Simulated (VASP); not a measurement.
# Pd (Im-3m) in VASP: a series of runs, part 2 of 3

VASP 6.6.1. The steps go on from the part before.

### Step 3. Single point, BLYP (volume scaled by 1.04)

INCAR reads:

```
PREC     = Accurate       # precision mode
ENCUT    = 520            # plane-wave cutoff, eV
EDIFF    = 1E-6           # SCF threshold, eV
ISMEAR   = -1             # smearing method
SIGMA    = 0.1            # smearing width, eV
LREAL    = False          # projectors in reciprocal space
LASPH    = True           # aspherical terms in the spheres
NELM     = 80             # most SCF steps
ALGO     = Normal         # electronic algorithm
ISIF     = 2              # what is computed and relaxed
LWAVE    = False          # write WAVECAR
LCHARG   = True           # write CHGCAR
GGA      = B5             # functional
ALDAX    = 1.0          
AGGAX    = 1.0          
AGGAC    = 1.0          
ALDAC    = 0.0          
LELF     = True           # ELF
LVHAR    = True         
NBANDS   = 11             # bands
```

KPOINTS reads:

```
Automatic mesh
0
Gamma
  15 15 15
```

POSCAR reads:

```
Pd
1.0
   -1.6249165658      1.6249165658      1.6249165658
    1.6249165658     -1.6249165658      1.6249165658
    1.6249165658      1.6249165658     -1.6249165658
Pd
1
Direct
    0.0000000000      0.0000000000      0.0000000000
```

Potentials or basis: VASP PAW PBE potentials, release 64 (Pd).

Launch:

```
> cat potpaw_PBE.64/Pd/POTCAR > POTCAR
> mpirun -np 1 vasp_std > vasp.out
```

OUTCAR:

```text
PREC = Accurate
   ENCUT = 520
   EDIFF = 1E-6
   ISMEAR = -1
   LREAL = False
   LASPH = True
   NELM = 80
   ISIF = 2
   GGA = B5

 ion  position               nearest neighbor table
   1  0.000  0.000  0.000-

  LATTYP: Found a body centered cubic cell.
 ALAT       =     3.2498331316

  Lattice vectors:

 A1 = (  -1.6249165658,   1.6249165658,   1.6249165658)
 A2 = (   1.6249165658,  -1.6249165658,   1.6249165658)
 A3 = (   1.6249165658,   1.6249165658,  -1.6249165658)

Analysis of symmetry for initial positions (statically):
=====================================================================
 Subroutine PRICEL returns:
 Original cell was already a primitive cell.

 Routine SETGRP: Setting up the symmetry group for a
 body centered cubic supercell.

 Subroutine GETGRP returns: Found 48 space group operations
 (whereof 48 operations were pure point group operations)
 out of a pool of 48 trial point group operations.

The static configuration has the point symmetry O_h .

Analysis of symmetry for dynamics (positions and initial velocities):
=====================================================================
 Subroutine PRICEL returns:
 Original cell was already a primitive cell.

 Routine SETGRP: Setting up the symmetry group for a
 body centered cubic supercell.

 Subroutine GETGRP returns: Found 48 space group operations
 (whereof 48 operations were pure point group operations)
 out of a pool of 48 trial point group operations.

The dynamic configuration has the point symmetry O_h .

 Subroutine INISYM returns: Found 48 space group operations
 (whereof 48 operations are pure point group operations),
 and found     1 'primitive' translations

----------------------------------------------------------------------------------------

                                     Primitive cell

  volume of cell :      17.1614

  direct lattice vectors                    reciprocal lattice vectors
    -1.624916566  1.624916566  1.624916566     0.000000000  0.307708107  0.307708107
     1.624916566 -1.624916566  1.624916566     0.307708107  0.000000000  0.307708107
     1.624916566  1.624916566 -1.624916566     0.307708107  0.307708107  0.000000000

  length of vectors
     2.814438050  2.814438050  2.814438050     0.435164978  0.435164978  0.435164978

  position of ions in fractional coordinates (direct lattice)
     0.000000000  0.000000000  0.000000000

  ion indices of the primitive-cell ions
   primitive index   ion index
                 1           1

----------------------------------------------------------------------------------------

 KPOINTS: Automatic mesh

Automatic generation of k-mesh.
 Grid dimensions read from file:
 generate k-points for:   15   15   15

 Generating k-lattice:

  Cartesian coordinates                     Fractional coordinates (reciprocal lattice)
     0.000000000  0.020513874  0.020513874     0.066666667  0.000000000  0.000000000
     0.020513874  0.000000000  0.020513874     0.000000000  0.066666667  0.000000000
     0.020513874  0.020513874  0.000000000     0.000000000  0.000000000  0.066666667

  Length of vectors
     0.029010999  0.029010999  0.029010999

  Shift w.r.t. Gamma in fractional coordinates (k-lattice)
     0.000000000  0.000000000  0.000000000

 Subroutine IBZKPT returns following result:
 ===========================================

 Found    120 irreducible k-points:

 Following reciprocal coordinates:
            Coordinates               Weight
  0.000000  0.000000  0.000000      1.000000
  0.066667  0.000000  0.000000     12.000000
  0.133333  0.000000  0.000000     12.000000
  0.200000  0.000000  0.000000     12.000000
  0.266667  0.000000  0.000000     12.000000
  0.333333  0.000000  0.000000     12.000000
[... 16 lines left out ...]
  0.333333  0.200000  0.000000     48.000000
  0.400000  0.200000  0.000000     24.000000
 [... further k-points ...]
   k-points           NKPTS =    120   k-points in BZ     NKDIM =    120   number of bands    NBANDS=     11
   number of dos      NEDOS =    301   number of ions     NIONS =      1
   total plane-waves  NPLWV =  13824
   dimension x,y,z NGX =    24 NGY =   24 NGZ =   24
   dimension x,y,z NGXF=    48 NGYF=   48 NGZF=   48
   ions per type =               1
   NGX,Y,Z   is equivalent  to a cutoff of  14.18, 14.18, 14.18 a.u.
   NGXF,Y,Z  is equivalent  to a cutoff of  28.35, 28.35, 28.35 a.u.
 SYSTEM =  unknown system
   PREC   = accura    normal or accurate (medium, high low for compatibility)
   ISTART =      0    job   : 0-new  1-cont  2-samecut
   ICHARG =      2    charge: 1-file 2-atom 10-const
   ISPIN  =      1    spin polarized calculation?
   LNONCOLLINEAR =      F non collinear calculations
   LSORBIT =      F    spin-orbit coupling
   LASPH  =      T    aspherical Exc in radial PAW
   ENCUT  =  520.0 eV  38.22 Ry    6.18 a.u.   5.23  5.23  5.23*2*pi/ulx,y,z
   NELM   =     80;   NELMIN=  2; NELMDL= -5     # of ELM steps
   EDIFF  = 0.1E-05   stopping-criterion for ELM
   LREAL  =      F    real-space projection
   EDIFFG = 0.1E-04   stopping-criterion for IOM
   NSW    =      0    number of steps for IOM
   IBRION =     -1    ionic relax: 0-MD 1-quasi-New 2-CG
   NFREE  =      0    steps in history (QN), initial steepest desc. (CG)
   ISIF   =      2    stress and relaxation
   ISYM   =      2    0-nonsym 1-usesym 2-fastsym
   POTIM  = 0.5000    time-step for ionic-motion
   TEBEG  =    0.0;   TEEND  =   0.0 temperature during run
   PSTRESS=    0.0 pullay stress
   NELECT =      10.0000    total number of electrons
   NUPDOWN=      -1.0000    fix difference up-down
   EMIN   =  10.00;   EMAX   =-10.00  energy-range for DOS
   EFERMI =   0.00;   METHOD = LEGACY
   ISMEAR =    -1;   SIGMA  =   0.10  broadening in eV -4-tet -1-fermi 0-gaus
   EFERMI_NEDOS =   21; number of points for ismear=-14 and -15
   IALGO  =     38    algorithm
   IMIX   =      4    mixing-type and parameters
     AMIX     =   0.40;   BMIX     =  1.00
     AMIX_MAG =   1.60;   BMIX_MAG =  1.00
  volume/ion in A,a.u.               =      17.16       115.81
  Fermi-wavevector in a.u.,A,eV,Ry     =   1.367384  2.583981 25.439337  1.869738
  Thomas-Fermi vector in A             =   2.493441
   LORBIT       =      0    0 simple, 1 ext, 2 COOP (PROOUT), +10 PAW based schemes
   GGA     = B5    functional components
   LHFCALC =     F    Hartree Fock is set to
   AEXX    =    0.0000 exact exchange contribution
   IVDW    =     0    specifies the selected vdW correction
   LEPSILON=     F    determine dielectric tensor
   LRPA    =     F    only Hartree local field effects (RPA)
 non-spin polarized calculation
  energy-cutoff  :      520.00
  volume of cell :       17.16
 maximum number of plane-waves:       478
 NGX is ok and might be reduce to    24
   NGX = 11   NGY = 11   NGZ = 11

 number of electron      10.0000002 magnetization

 Free energy of the ion-electron system (eV)
  ---------------------------------------------------
  ext. energy  EPLUGINS =         0.00000000
  ---------------------------------------------------
  free energy    TOTEN  =        -4.36427606 eV

  energy without entropy =       -4.31527178  energy(sigma->0) =       -4.33977392

 E-fermi :   7.9408     XC(G=0): -11.6509

 val. band max:        7.9384831777   @ k =  -0.4000  -0.4667   0.1333
 cond. band min:       7.9663635467   @ k =  -0.2000   0.3333   0.0667
 fundamental gap:      0.0278803690
 Fermi energy:         7.9408013690

 k-point     1 :       0.0000    0.0000    0.0000
  band No.  band energies     occupation
      1       2.0347      2.00000
      2       5.5786      2.00000
      3       5.5786      2.00000
      4       5.5786      2.00000
      5       7.1650      1.99915
      6       7.1650      1.99915
      7      27.1943      0.00000
      8      27.1943      0.00000
      9      27.1943      0.00000
     10      34.2323      0.00000
     11      34.2641      0.00000

 k-point     2 :       0.0667    0.0000    0.0000
  band No.  band energies     occupation
      1       2.1850      2.00000
      2       5.5345      2.00000
      3       5.5829      2.00000
      4       5.6765      2.00000
      5       7.1149      1.99948
      6       7.1683      1.99912
      7      26.9920      0.00000
      8      27.1895      0.00000
      9      27.3463      0.00000
     10      32.4045      0.00000
     11      32.6471      0.00000
[... 295 lines left out ...]
 k-point    24 :       0.4000    0.2000    0.0000
  band No.  band energies     occupation
      1       4.2885      2.00000
      2       4.8920      2.00000
      3       6.2825      2.00000
      4       7.0839      1.99962
      5       7.6127      1.92752
      6      12.5077      0.00000
      7      14.8221      0.00000
      8      19.3106      0.00000
      9      24.0401      0.00000
     10      30.4508      0.00000
     11      32.3566      0.00000

 [... further k-points ...]
[... 5 lines left out ...]
  --------------------------------------------------------------------------------------
  -------------------------------------------------------------------------------------
  Total       -0.4708370     -0.4708370     -0.4708370     -0.0000000     -0.0000000      0.0000000
  in kB      -43.9569962    -43.9569962    -43.9569962     -0.0000000     -0.0000000      0.0000000
  external PRESSURE =     -43.9569962 kB  Pullay stress =       0.0000000 kB

 VOLUME and BASIS-vectors are now :
 -----------------------------------------------------------------------------
  energy-cutoff  :      520.00
  volume of cell :       17.16
      direct lattice vectors                 reciprocal lattice vectors
    -1.624916566  1.624916566  1.624916566     0.000000000  0.307708107  0.307708107
     1.624916566 -1.624916566  1.624916566     0.307708107  0.000000000  0.307708107
     1.624916566  1.624916566 -1.624916566     0.307708107  0.307708107  0.000000000

 POSITION                                       TOTAL-FORCE (eV/Angst)
 -----------------------------------------------------------------------------------
      0.00000      0.00000      0.00000        -0.000000      0.000000      0.000000
 -----------------------------------------------------------------------------------
    total drift:                                0.000000      0.000000     -0.000000

  FREE ENERGIE OF THE ION-ELECTRON SYSTEM (eV)
  ---------------------------------------------------
  free  energy   TOTEN  =        -4.3642760591 eV

  energy  without entropy=       -4.3152717844  energy(sigma->0) =       -4.33977392
```

Wall time 12 s (1 thread of Intel Xeon Platinum 8488C (Sapphire Rapids), shared host); peak memory 0.15 GiB.

Results:

```
Free energy            : -4.3643 eV
Pressure               : -4.4 GPa
Band gap on the k mesh : zero (band 5 reaches 8.35 eV, above the bottom of band 6 at 7.08 eV)
```

Caveat: the PAW data sets were made with another functional, which shifts forces and pressure a little.

(Continued in part 3 of 3.)
